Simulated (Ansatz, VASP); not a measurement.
# One calculation of HgH3, two programs

```xyz
4
Lattice="2.8465 0.0000 0.0000 -1.4233 2.4652 0.0000 0.0000 0.0000 8.9816" Properties=species:S:1:pos:R:3 pbc="T T T"
Hg    0.0000    0.0000    0.0000
H     0.0000    0.0000    4.4908
H     1.4233    0.8217    2.2972
H     1.4233    0.8217    6.6845
```

Change from the starting cell: species swapped into the Tb3Pr type (P-6m2, No. 187).

Alike in both runs: task relaxation of cell and atoms; functional PBE; k mesh 6 × 6 × 2; occupations gaussian, width 0.1 eV; no spin polarisation.

|  | VASP | Ansatz |
| --- | --- | --- |
| version | VASP 6.6.1 | Ansatz 0.2.0 |
| potentials or method | VASP PAW PBE potentials, release 64 (Hg, H), cutoff 600 eV | scalar-relativistic, plane waves, PAW |
| valence electrons in the cell | 15 | 23 |

Ansatz gave:

```
gap on the k mesh at the Fermi level, each at its own relaxed structure (eV) : none
relaxed volume (Å³/atom)                                                     : 20.61
relaxed cell length with the largest relative difference (Å)                 : 5.083
```

**Question.** Which values does VASP return?

**Answer.** gap on the k mesh at the Fermi level, each at its own relaxed structure (eV): none; relaxed volume (Å³/atom): 10.01; relaxed cell length with the largest relative difference (Å): 3.061.

A gap of «none» marks a metal or a gap that the smearing closes. One of these differences is far larger than is usual between the two programs; its cause wasn't traced. VASP's potentials hold 15 valence electrons a cell and Ansatz's 23, so a difference there can come from the potentials and not from the codes.

The k mesh is coarse, so the values compare programs but aren't converged. Neither program's run includes spin-orbit coupling. Noted on VASP's run: the volume moved by over 15 % at a fixed basis, so the end points are rough.
